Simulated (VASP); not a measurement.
Crystal: Pt.

```
CELL_PARAMETERS angstrom
0.00000 1.95790 1.95790
1.95790 0.00000 1.95790
1.95790 1.95790 0.00000
ATOMIC_POSITIONS crystal
Pt 0.00000 0.00000 0.00000
```

```yaml
Program: VASP 6.6.1
Task: relaxation of cell and atoms
Functional: r2SCAN
Potentials_or_basis: VASP PAW PBE potentials, release 64 (Pt)
Cutoff: 600 eV
k_mesh: 18 × 18 × 18
Occupations: gaussian, width 0.1 eV
Spin: no spin polarisation
```

At the start: pressure 6.2 GPa; volume 15.01 Å³/atom.

**Question.** How do energy, volume and symmetry change on relaxing?

**Answer.** Over 18 steps the energy falls by 6.1 meV/atom and the volume is 15.34 Å³/atom (+2.2 %); space group Fm-3m (No. 225, to 0.05 Å).

Step by step:
```
step  energy change (eV)  largest force (eV/Å)  pressure (GPa)  volume (Å³)
   1              0.0000                0.0000            6.19        15.01
   2              0.0399                0.0000          -14.14        16.31
   3             -0.0061                0.0000           -0.12        15.34
   4             -0.0061                0.0000           -0.06        15.34
   5             -0.0061                0.0000            0.08        15.33
   6             -0.0061                0.0000            0.11        15.33
   7             -0.0061                0.0000            0.12        15.33
   8             -0.0061                0.0000            0.11        15.33
   9             -0.0061                0.0000            0.11        15.33
  10             -0.0061                0.0000            0.11        15.33
  11             -0.0061                0.0000            0.11        15.33
  12             -0.0061                0.0000            0.11        15.33
  13             -0.0061                0.0000            0.11        15.33
  14             -0.0061                0.0000            0.11        15.33
  15             -0.0061                0.0000            0.10        15.33
  16             -0.0061                0.0000            0.10        15.33
  17             -0.0061                0.0000            0.06        15.33
  18             -0.0061                0.0000            0.00        15.34
```

Final structure:
```yaml
crystal:
  lattice:
    - [0.00000, 1.97195, 1.97195]
    - [1.97195, 0.00000, 1.97195]
    - [1.97195, 1.97195, 0.00000]
  atoms:
    - { symbol: Pt, position: [0.00000, 0.00000, 0.00000] }
```

Caveat: the PAW data sets were made with another functional, which shifts forces and pressure a little.
